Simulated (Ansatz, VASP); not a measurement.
**SnTe in VASP and in Ansatz**

File INCAR:

```
SYSTEM = SnTe
PREC = Accurate ; ENCUT = 520
EDIFF = 1E-6 ; ISMEAR = -1
SIGMA = 0.05 ; LREAL = .False.
LASPH = .True. ; NELM = 60
ALGO = Normal ; ISIF = 2
LWAVE = .False. ; LCHARG = .True.
GGA = PE ; LELF = .True.
LVHAR = .True. ; NBANDS = 17
```

The input KPOINTS:

```
Automatic mesh
0
Gamma
  7 7 7
  0 0 0
```

File POSCAR:

```
SnTe
1.0
    3.8784931701      0.0000000000      0.0000000000
    0.0000000000      3.8784931701      0.0000000000
    0.0000000000      0.0000000000      3.8784931701
Te Sn
1 1
Direct
    0.5000000000      0.5000000000      0.5000000000
    0.0000000000      0.0000000000      0.0000000000
```

File input.yaml:

```yaml
crystal:
  lattice:
    - [3.8784931701, 0.0, 0.0]
    - [0.0, 3.8784931701, 0.0]
    - [0.0, 0.0, 3.8784931701]
  atoms:
    - { symbol: Te, position: [0.5, 0.5, 0.5] }
    - { symbol: Sn, position: [0.0, 0.0, 0.0] }
kpoints:
  mp_grid: { grid: [7, 7, 7] }
scf:
  occupations: { method: fermi_dirac, width: 0.05 }
hamiltonian:
  xc: pbe
  pseudopotentials: { kind: all_electron, lapw: { basis_error: 0.0005 } }
output:
  forces: true
  stress: true
  eigenvalues: true
```

Change from the starting cell: volume scaled by 0.98.

Alike in both runs: task single point; functional PBE; k mesh 7 × 7 × 7; occupations fermi-dirac, width 0.05 eV; no spin polarisation.

```csv
,VASP,Ansatz
version,VASP 6.6.1,Ansatz 0.2.0
potentials or method,"VASP PAW PBE potentials, release 64 (Te, Sn_d), cutoff 520 eV","all-electron LAPW, scalar-relativistic"
```

|  | VASP | Ansatz | Ansatz less VASP |
| --- | --- | --- | --- |
| gap on the k mesh at the Fermi level (eV) | none | none | - |
| pressure (GPa) | -0.4 | -0.4 | +0.07 |

A gap of «none» marks a metal or a gap that the smearing closes. Ansatz ran all-electron here, and VASP with PAW potentials.

Spin-orbit coupling is off throughout.
